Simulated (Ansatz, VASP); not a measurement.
## One calculation of Cl, two programs

```
CELL_PARAMETERS angstrom
8.43433 0.00000 0.00000
0.00000 8.43433 0.00000
0.00000 0.00000 8.43433
ATOMIC_POSITIONS crystal
Cl 0.37951 0.27302 0.42271
Cl 0.44550 0.25839 0.19175
Cl 0.96573 0.23043 0.33167
Cl 0.97870 0.36270 0.53259
Cl 0.82386 0.82177 0.28878
Cl 0.69076 0.70167 0.13210
Cl 0.35817 0.36899 0.81678
Cl 0.48274 0.57610 0.81037
Cl 0.68019 0.10604 0.92964
Cl 0.62727 0.04050 0.70699
Cl 0.09430 0.98449 0.04260
Cl 0.22569 0.03797 0.85054
Cl 0.33952 0.65467 0.41343
Cl 0.34973 0.89900 0.42361
Cl 0.01934 0.58799 0.80487
Cl 0.86364 0.75570 0.73454
```

Alike in both runs: functional PBE; dispersion D3(BJ); k mesh 1 × 1 × 1; occupations fermi-dirac, width 0.05 eV; no spin polarisation.

Ansatz relaxed the structure, and its values are those at the end. VASP's run is a single point on that final structure, the one shown.

|  | VASP | Ansatz |
| --- | --- | --- |
| version | VASP 6.6.1 | Ansatz 0.2.0 |
| potentials or method | VASP PAW PBE potentials, release 64 (Cl), cutoff 520 eV | scalar-relativistic, plane waves, PAW |
| valence electrons in the cell | 112 | 112 |

VASP gave:

| Property | Result |
| --- | --- |
| rms of the force components (eV/Å) | 0.128 |

Question: What did Ansatz give for the same quantities?

Answer: rms of the force components (eV/Å): 0.053.
